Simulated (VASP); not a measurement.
## GaN: relaxation of cell and atoms with PBE

Crystal: GaN.

```
Ga N
1.0
     3.00273    0.00000    0.00000
    -1.50137    2.60044    0.00000
     0.00000    0.00000    2.67456
Ga N
1 1
Direct
  0.00000 0.00000 0.50000
  0.66667 0.33333 0.00000
```

The cell was built from a structure type or drawn by symmetry, and may not be a known phase.

```json
{
 "Program": "VASP 6.6.1",
 "Task": "relaxation of cell and atoms",
 "Functional": "PBE",
 "Potentials or basis": "VASP PAW PBE potentials, release 64 (Ga_d, N)",
 "Cutoff": "600 eV",
 "k mesh": "6 × 6 × 6",
 "Occupations": "gaussian, width 0.1 eV",
 "Spin": "no spin polarisation",
 "Dipole correction": "no",
 "Further INCAR settings": "ALGO = Normal; EDIFF = 1e-06; IBRION = 2; EDIFFG = -0.04; NSW = 90; ISIF = 3"
}
```

```yaml
Relaxed_volume: 10.44 Å³/atom
Relaxed_cell: a = 2.999 Å, b = 2.999 Å, c = 2.679 Å, α = 90.00°, β = 90.00°, γ = 120.00°
Space_group_after_relaxing_to_0.1_Å: P-6m2 (No. 187)
Energy_gained_by_relaxing: 0.1 meV/atom
Ionic_steps: 3
Pressure_after_relaxing: -0.1 GPa
Band_gap_on_the_k_mesh: zero (bands 9 and 10 overlap by 0.98 eV)
```

The path:
| step | energy change (eV) | largest force (eV/Å) | pressure (GPa) | volume (Å³) |
| --- | --- | --- | --- | --- |
| 1 | 0.0000 | 0.0000 | -0.11 | 20.88 |
| 2 | -0.0001 | 0.0000 | -0.09 | 20.86 |
| 3 | -0.0002 | 0.0000 | -0.10 | 20.87 |

Final structure:
```
Ga N
1.0
     2.99944    0.00000    0.00000
    -1.49972    2.59760    0.00000
     0.00000    0.00000    2.67877
Ga N
1 1
Cartesian
  0.0000 0.0000 1.3394
  1.4997 0.8659 0.0000
```

Levels at points of the mesh, in eV from the Fermi level:
| k point | band 6 | band 7 | band 8 | band 9 | band 10 | band 11 | band 12 | band 13 |
| --- | --- | --- | --- | --- | --- | --- | --- | --- |
| (0.00, 0.00, 0.00) | -14.50 | -1.18 | -1.04 | -1.04 | -0.35 | 9.48 | 9.48 | 10.88 |
| (0.50, 0.00, 0.00) | -13.71 | -8.54 | -2.83 | 0.10 | 2.39 | 7.08 | 11.46 | 12.57 |
| (0.00, 0.00, 0.50) | -14.53 | -9.13 | -0.12 | -0.12 | 5.15 | 5.73 | 12.34 | 12.34 |
| (0.50, 0.00, 0.50) | -11.76 | -6.03 | -5.30 | -1.09 | -0.72 | 7.17 | 7.80 | 7.95 |

It took 26 s on 1 thread of Intel Xeon 8259CL (shared host), peak memory 0.14 GiB.

Caveat: the k points lie up to 0.40 Å⁻¹ apart in the final cell, too coarse for converged energies and pressures of a metal.
